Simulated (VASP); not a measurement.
Set up this calculation in VASP 6.6.1, as the native input.

| Quantity | Value |
| --- | --- |
| Task | relaxation of cell and atoms |
| Functional | PBE |
| Potentials or basis | VASP PAW PBE potentials, release 64 (Be, Al, I) |
| Cutoff | 600 eV |
| k mesh | 14 × 14 × 8 |
| Occupations | gaussian, width 0.1 eV |
| Spin | no spin polarisation |
| Dipole correction | no |
| Further INCAR settings | ALGO = Normal; EDIFF = 1e-06; IBRION = 2; EDIFFG = -0.01; NSW = 100; ISIF = 3 |

The structure of Be2AlI lies in POSCAR:

```
Be2AlI
1.0
    3.5408508182      0.0000000000      0.0000000000
    0.0000000000      3.5408508182      0.0000000000
    0.0000000000      0.0000000000      6.7598619933
Be Al I
2 1 1
Direct
    0.5000000000      0.0000000000      0.7552722324
    0.0000000000      0.5000000000      0.2447277676
    0.5000000000      0.5000000000      0.0000000000
    0.0000000000      0.0000000000      0.5000000000
```

One way to write it, as run:

INCAR

```
SYSTEM = Be2AlI
PREC = Accurate
ENCUT = 600
EDIFF = 1E-6
ISMEAR = 0
SIGMA = 0.1
LREAL = .False.
LASPH = .True.
NELM = 80
ALGO = Normal
ISIF = 3
LWAVE = .False.
LCHARG = .False.
GGA = PE
IBRION = 2
NSW = 100
EDIFFG = -0.01
```

KPOINTS

```
Automatic mesh
0
Gamma
  14 14 8
  0 0 0
```

Potentials or basis: VASP PAW PBE potentials, release 64 (Be, Al, I).

Command:

```bash
$ cat potpaw_PBE.64/Be/POTCAR potpaw_PBE.64/Al/POTCAR potpaw_PBE.64/I/POTCAR > POTCAR
$ mpirun -np 1 vasp_std > vasp.out
```

It gave:

```json
{
 "Relaxed volume": "21.23 Å³/atom",
 "Relaxed cell": "a = 3.552 Å, b = 3.552 Å, c = 6.730 Å, α = 90.00°, β = 90.00°, γ = 90.00°",
 "Space group after relaxing (to 0.05 Å)": "P-4m2 (No. 115)",
 "Energy gained by relaxing": "0.2 meV/atom",
 "Ionic steps": "4",
 "Pressure after relaxing": "0.0 GPa",
 "Band gap on the k mesh": "zero (band 7 reaches 7.11 eV, above the bottom of band 8 at 3.34 eV)"
}
```

Caveat: spin-orbit coupling is left out, which moves the levels of the heavy elements.

Wall time 14 min on 1 thread of AMD EPYC 7R13, with other jobs on the host, peak memory 0.38 GiB.
